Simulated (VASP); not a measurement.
# Si2Ge in VASP: single point with PBE

Aim: the single point of Si2Ge with PBE.

Everything below comes from runs of VASP 6.6.1. Logs are shortened: lines on timing, memory, paths and dates and some standing lists are left out, and cuts for length are marked.

## (1) The cell of the first run

The cell holds a sheet with vacuum, 3 atoms: a = 3.990 Å, b = 3.990 Å, c = 27.141 Å, α = 90.00°, β = 90.00°, γ = 120.00°.

## (2) Single point, PBE

The input, INCAR:

```
SYSTEM = Si2Ge
PREC     = Accurate       ! precision mode
ENCUT    = 520            ! plane-wave cutoff, eV
EDIFF    = 1E-6           ! SCF threshold, eV
ISMEAR   = -1             ! smearing method
SIGMA    = 0.05           ! smearing width, eV
LREAL    = .FALSE.        ! projectors in reciprocal space
LASPH    = .TRUE.         ! aspherical terms in the spheres
NELM     = 80             ! most SCF steps
ALGO     = Normal         ! electronic algorithm
ISIF     = 2              ! what is computed and relaxed
LWAVE    = .FALSE.        ! write WAVECAR
LCHARG   = .FALSE.        ! write CHGCAR
GGA      = PE             ! functional
NBANDS   = 18             ! bands
```

The input, KPOINTS:

```
regular mesh
0
G
  8 8 1
  0 0 0
```

The input, POSCAR:

```
Si2Ge
1.0
    3.9904974748      0.0000000000      0.0000000000
   -1.9952487374      3.4558721869      0.0000000000
    0.0000000000      0.0000000000     27.1414600000
Si Ge
2 1
Direct
    0.3333333333      0.6666666667      0.2501209569
    0.6666666667      0.3333333333      0.2501209569
    0.0000000000      0.0000000000      0.3148980863
```

Potentials or basis: VASP PAW PBE potentials, release 64 (Si, Ge_d).

Launch:

```console
cat potpaw_PBE.64/Si/POTCAR potpaw_PBE.64/Ge_d/POTCAR > POTCAR
mpirun -np 1 vasp_std > vasp.out
```

OUTCAR:

```text
SYSTEM = Si2Ge
   PREC = Accurate
   ENCUT = 520
   EDIFF = 1E-6
   ISMEAR = -1
   LREAL = .FALSE.
   LASPH = .TRUE.
   NELM = 80
   ISIF = 2
   GGA = PE

 ion  position               nearest neighbor table
   1  0.333  0.667  0.250-   2 2.30   2 2.30   2 2.30   3 2.90   3 2.90   3 2.90
   2  0.667  0.333  0.250-   1 2.30   1 2.30   1 2.30   3 2.90   3 2.90   3 2.90
   3  0.000  0.000  0.315-   1 2.90   2 2.90   1 2.90   2 2.90   2 2.90   1 2.90

  LATTYP: Found a hexagonal cell.
 ALAT       =     3.9904974748
 C/A-ratio  =     6.8015229107

  Lattice vectors:

 A1 = (   3.9904974748,   0.0000000000,   0.0000000000)
 A2 = (  -1.9952487374,   3.4558721869,   0.0000000000)
 A3 = (   0.0000000000,   0.0000000000,  27.1414600000)

Analysis of symmetry for initial positions (statically):
=====================================================================
 Subroutine PRICEL returns:
 Original cell was already a primitive cell.

 Routine SETGRP: Setting up the symmetry group for a
 hexagonal supercell.

 Subroutine GETGRP returns: Found 12 space group operations
 (whereof 12 operations were pure point group operations)
 out of a pool of 24 trial point group operations.

The static configuration has the point symmetry C_6v.

Analysis of symmetry for dynamics (positions and initial velocities):
=====================================================================
 Subroutine PRICEL returns:
 Original cell was already a primitive cell.

 Routine SETGRP: Setting up the symmetry group for a
 hexagonal supercell.

 Subroutine GETGRP returns: Found 12 space group operations
 (whereof 12 operations were pure point group operations)
 out of a pool of 24 trial point group operations.

The dynamic configuration has the point symmetry C_6v.

 Subroutine INISYM returns: Found 12 space group operations
 (whereof 12 operations are pure point group operations),
 and found     1 'primitive' translations

----------------------------------------------------------------------------------------

                                     Primitive cell

  volume of cell :     374.2984

  direct lattice vectors                    reciprocal lattice vectors
     3.990497475  0.000000000  0.000000000     0.250595322  0.144681277  0.000000000
    -1.995248737  3.455872187  0.000000000     0.000000000  0.289362553  0.000000000
     0.000000000  0.000000000 27.141460000     0.000000000  0.000000000  0.036844002

  length of vectors
     3.990497475  3.990497475 27.141460000     0.289362553  0.289362553  0.036844002

  position of ions in fractional coordinates (direct lattice)
     0.333333333  0.666666667  0.250120957
     0.666666667  0.333333333  0.250120957
     0.000000000  0.000000000  0.314898086

  ion indices of the primitive-cell ions
   primitive index   ion index
                 1           1
                 2           2
                 3           3

----------------------------------------------------------------------------------------

 KPOINTS: regular mesh

Automatic generation of k-mesh.
 Grid dimensions read from file:
 generate k-points for:    8    8    1

 Generating k-lattice:

  Cartesian coordinates                     Fractional coordinates (reciprocal lattice)
     0.031324415  0.018085160  0.000000000     0.125000000  0.000000000  0.000000000
     0.000000000  0.036170319  0.000000000     0.000000000  0.125000000  0.000000000
     0.000000000  0.000000000  0.036844002     0.000000000  0.000000000  1.000000000

  Length of vectors
     0.036170319  0.036170319  0.036844002

  Shift w.r.t. Gamma in fractional coordinates (k-lattice)
     0.000000000  0.000000000  0.000000000

 Subroutine IBZKPT returns following result:
 ===========================================

 Found     10 irreducible k-points:

 Following reciprocal coordinates:
            Coordinates               Weight
  0.000000  0.000000  0.000000      1.000000
  0.125000  0.000000  0.000000      6.000000
  0.250000  0.000000  0.000000      6.000000
  0.375000 -0.000000  0.000000      6.000000
  0.500000  0.000000  0.000000      3.000000
  0.125000  0.125000  0.000000      6.000000
  0.250000  0.125000  0.000000     12.000000
  0.375000  0.125000  0.000000     12.000000
  0.250000  0.250000  0.000000      6.000000
  0.375000  0.250000  0.000000      6.000000
   k-points           NKPTS =     10   k-points in BZ     NKDIM =     10   number of bands    NBANDS=     18
   number of dos      NEDOS =    301   number of ions     NIONS =      3
   total plane-waves  NPLWV = 189000
   dimension x,y,z NGX =    30 NGY =   30 NGZ =  210
   dimension x,y,z NGXF=    60 NGYF=   60 NGZF=  420
   ions per type =               2   1
   NGX,Y,Z   is equivalent  to a cutoff of  12.50, 12.50, 12.86 a.u.
   NGXF,Y,Z  is equivalent  to a cutoff of  25.00, 25.00, 25.73 a.u.
 SYSTEM =  Si2Ge
   PREC   = accura    normal or accurate (medium, high low for compatibility)
   ISTART =      0    job   : 0-new  1-cont  2-samecut
   ICHARG =      2    charge: 1-file 2-atom 10-const
   ISPIN  =      1    spin polarized calculation?
   LNONCOLLINEAR =      F non collinear calculations
   LSORBIT =      F    spin-orbit coupling
   LASPH  =      T    aspherical Exc in radial PAW
   ENCUT  =  520.0 eV  38.22 Ry    6.18 a.u.   7.42  7.42 50.47*2*pi/ulx,y,z
   NELM   =     80;   NELMIN=  2; NELMDL= -5     # of ELM steps
   EDIFF  = 0.1E-05   stopping-criterion for ELM
   LREAL  =      F    real-space projection
   EDIFFG = 0.1E-04   stopping-criterion for IOM
   NSW    =      0    number of steps for IOM
   IBRION =     -1    ionic relax: 0-MD 1-quasi-New 2-CG
   NFREE  =      0    steps in history (QN), initial steepest desc. (CG)
   ISIF   =      2    stress and relaxation
   ISYM   =      2    0-nonsym 1-usesym 2-fastsym
   POTIM  = 0.5000    time-step for ionic-motion
   TEBEG  =    0.0;   TEEND  =   0.0 temperature during run
   PSTRESS=    0.0 pullay stress
   NELECT =      22.0000    total number of electrons
   NUPDOWN=      -1.0000    fix difference up-down
   EMIN   =  10.00;   EMAX   =-10.00  energy-range for DOS
   EFERMI =   0.00;   METHOD = LEGACY
   ISMEAR =    -1;   SIGMA  =   0.05  broadening in eV -4-tet -1-fermi 0-gaus
   EFERMI_NEDOS =   21; number of points for ismear=-14 and -15
   IALGO  =     38    algorithm
   IMIX   =      4    mixing-type and parameters
     AMIX     =   0.40;   BMIX     =  1.00
     AMIX_MAG =   1.60;   BMIX_MAG =  1.00
  volume/ion in A,a.u.               =     124.77       841.96
  Fermi-wavevector in a.u.,A,eV,Ry     =   0.636517  1.202842  5.512447  0.405153
  Thomas-Fermi vector in A             =   1.701213
   LORBIT       =      0    0 simple, 1 ext, 2 COOP (PROOUT), +10 PAW based schemes
   GGA     = PE    functional components
   LHFCALC =     F    Hartree Fock is set to
   AEXX    =    0.0000 exact exchange contribution
   IVDW    =     0    specifies the selected vdW correction
   LEPSILON=     F    determine dielectric tensor
   LRPA    =     F    only Hartree local field effects (RPA)
 non-spin polarized calculation
  energy-cutoff  :      520.00
  volume of cell :      374.30
 maximum number of plane-waves:     10127
 NGX is ok and might be reduce to    30
   NGX = 15   NGY = 15   NGZ =101

 number of electron      22.0000011 magnetization

 Free energy of the ion-electron system (eV)
  ---------------------------------------------------
  ext. energy  EPLUGINS =         0.00000000
  ---------------------------------------------------
  free energy    TOTEN  =       -13.15711668 eV

  energy without entropy =      -13.14740577  energy(sigma->0) =      -13.15226122

 E-fermi :  -2.7897     XC(G=0):  -2.1356

 val. band max:       -2.9522885637   @ k =   0.1250   0.1250   0.0000
 cond. band min:      -2.7274445020   @ k =   0.0000   0.0000   0.0000
 fundamental gap:      0.2248440617
 Fermi energy:        -2.7896855239

 k-point     1 :       0.0000    0.0000    0.0000
  band No.  band energies     occupation
      1     -27.4300      2.00000
      2     -27.4300      2.00000
      3     -27.3797      2.00000
      4     -27.3797      2.00000
      5     -27.3595      2.00000
      6     -15.1521      2.00000
[... 10 lines left out ...]
     17       1.9589      0.00000
     18       1.9599      0.00000

 k-point     2 :       0.1250    0.0000    0.0000
  band No.  band energies     occupation
      1     -27.4301      2.00000
      2     -27.4292      2.00000
      3     -27.3801      2.00000
      4     -27.3798      2.00000
      5     -27.3590      2.00000
      6     -14.9679      2.00000
[... 10 lines left out ...]
     17       1.6723      0.00000
     18       1.6831      0.00000

 k-point     3 :       0.2500    0.0000    0.0000
  band No.  band energies     occupation
      1     -27.4302      2.00000
      2     -27.4273      2.00000
      3     -27.3813      2.00000
      4     -27.3800      2.00000
      5     -27.3580      2.00000
      6     -14.4187      2.00000
[... 10 lines left out ...]
     17       1.8031      0.00000
     18       2.1818      0.00000

 k-point     4 :       0.3750   -0.0000    0.0000
  band No.  band energies     occupation
      1     -27.4304      2.00000
      2     -27.4253      2.00000
      3     -27.3825      2.00000
      4     -27.3803      2.00000
      5     -27.3570      2.00000
      6     -13.5179      2.00000
[... 10 lines left out ...]
     17       3.1491      0.00000
     18       3.2271      0.00000

 k-point     5 :       0.5000    0.0000    0.0000
  band No.  band energies     occupation
      1     -27.4305      2.00000
      2     -27.4245      2.00000
      3     -27.3829      2.00000
      4     -27.3804      2.00000
      5     -27.3566      2.00000
      6     -12.4476      2.00000
[... 10 lines left out ...]
     17       3.6832      0.00000
     18       4.5496      0.00000

 k-point     6 :       0.1250    0.1250    0.0000
  band No.  band energies     occupation
      1     -27.4300      2.00000
      2     -27.4280      2.00000
      3     -27.3809      2.00000
      4     -27.3800      2.00000
      5     -27.3583      2.00000
      6     -14.6011      2.00000
[... 10 lines left out ...]
     17       1.9139      0.00000
     18       2.3306      0.00000

 k-point     7 :       0.2500    0.1250    0.0000
  band No.  band energies     occupation
      1     -27.4299      2.00000
      2     -27.4263      2.00000
      3     -27.3819      2.00000
      4     -27.3804      2.00000
      5     -27.3573      2.00000
      6     -13.8750      2.00000
[... 10 lines left out ...]
     17       2.6437      0.00000
     18       2.8412      0.00000

 k-point     8 :       0.3750    0.1250    0.0000
  band No.  band energies     occupation
      1     -27.4299      2.00000
      2     -27.4252      2.00000
      3     -27.3827      2.00000
      4     -27.3807      2.00000
      5     -27.3566      2.00000
      6     -12.8158      2.00000
[... 10 lines left out ...]
     17       3.2658      0.00000
     18       3.8357      0.00000

 k-point     9 :       0.2500    0.2500    0.0000
  band No.  band energies     occupation
      1     -27.4290      2.00000
      2     -27.4260      2.00000
      3     -27.3823      2.00000
      4     -27.3810      2.00000
      5     -27.3566      2.00000
      6     -12.9835      2.00000
[... 10 lines left out ...]
     17       3.0045      0.00000
     18       3.7253      0.00000

 k-point    10 :       0.3750    0.2500    0.0000
  band No.  band energies     occupation
      1     -27.4283      2.00000
      2     -27.4262      2.00000
      3     -27.3823      2.00000
      4     -27.3814      2.00000
      5     -27.3563      2.00000
      6     -11.8931      2.00000
[... 10 lines left out ...]
     17       2.3671      0.00000
     18       4.3329      0.00000

------------------------ aborting loop because EDIFF is reached ----------------------------------------

  FORCE on cell =-STRESS in cart. coord.  units (eV):
  Direction    XX          YY          ZZ          XY          YZ          ZX
  --------------------------------------------------------------------------------------
  -------------------------------------------------------------------------------------
  Total       -0.3292537     -0.3292537     -0.0028419      0.0000000     -0.0000000      0.0000000
  in kB       -1.4093645     -1.4093645     -0.0121647      0.0000000     -0.0000000      0.0000000
  external PRESSURE =      -0.9436312 kB  Pullay stress =       0.0000000 kB

 VOLUME and BASIS-vectors are now :
 -----------------------------------------------------------------------------
  energy-cutoff  :      520.00
  volume of cell :      374.30
      direct lattice vectors                 reciprocal lattice vectors
     3.990497475  0.000000000  0.000000000     0.250595322  0.144681277  0.000000000
    -1.995248737  3.455872187  0.000000000     0.000000000  0.289362553  0.000000000
     0.000000000  0.000000000 27.141460000     0.000000000  0.000000000  0.036844002

 POSITION                                       TOTAL-FORCE (eV/Angst)
 -----------------------------------------------------------------------------------
     -0.00000      2.30391      6.78865        -0.000000      0.000000     -0.002060
      1.99525      1.15196      6.78865         0.000000      0.000000     -0.002060
      0.00000      0.00000      8.54679         0.000000     -0.000000      0.004120
 -----------------------------------------------------------------------------------
    total drift:                               -0.000000     -0.000000     -0.000908

  FREE ENERGIE OF THE ION-ELECTRON SYSTEM (eV)
  ---------------------------------------------------
  free  energy   TOTEN  =       -13.1571166803 eV

  energy  without entropy=      -13.1474057665  energy(sigma->0) =      -13.15226122
```

Run time: 62 s. Hardware: 1 thread of Intel Xeon 6975P-C (Granite Rapids), shared host; peak memory 0.45 GiB.

What came out:

| Quantity | Value |
| --- | --- |
| Free energy | -13.1571 eV |
| Largest force | 0.004 eV/Å |
| Band gap on the k mesh | zero (filled and empty bands touch) |

Forces in eV/Å, atoms in the order of the input:
```
Si   0.000  0.000 -0.002
Si   0.000  0.000 -0.002
Ge   0.000  0.000  0.004
```
